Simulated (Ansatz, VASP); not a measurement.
**One calculation of BaMg3H4, two programs**

```
CELL_PARAMETERS angstrom
3.90644 0.00000 0.00000
-1.95322 3.38308 0.00000
0.00000 0.00000 10.31262
ATOMIC_POSITIONS crystal
Ba 0.00000 0.00000 0.68248
Mg 0.00000 0.00000 0.18330
Mg 0.33333 0.66667 0.39899
Mg 0.66667 0.33333 0.97609
H 0.00000 0.00000 0.98998
H 0.33333 0.66667 0.19866
H 0.00000 0.00000 0.36757
H 0.66667 0.33333 0.79799
```

Alike in both runs: functional PBE; k mesh 12 × 12 × 4; occupations gaussian, width 0.1 eV; no spin polarisation.

Ansatz relaxed the structure, and its values are those at the end. VASP's run is a single point on that final structure, the one shown.

```csv
,VASP,Ansatz
version,VASP 6.6.1,Ansatz 0.2.0
potentials or method,"VASP PAW PBE potentials, release 64 (Ba_sv, Mg, H), cutoff 520 eV","scalar-relativistic, plane waves, PAW"
valence electrons in the cell,20,44
```

|  | VASP | Ansatz | Ansatz less VASP |
| --- | --- | --- | --- |
| gap on the k mesh at the Fermi level (eV) | none | none | - |
| pressure (GPa) | 0.1 | 0.0 | -0.09 |
| rms of the force components (eV/Å) | 0.016 | 0.001 | -0.0150 |

A gap of «none» marks a metal or a gap that the smearing closes. With one functional, cell and mesh, what is left measures potentials, basis and numerics. VASP's potentials hold 20 valence electrons a cell and Ansatz's 44, so a difference there can come from the potentials and not from the codes.

Neither program's run includes spin-orbit coupling.
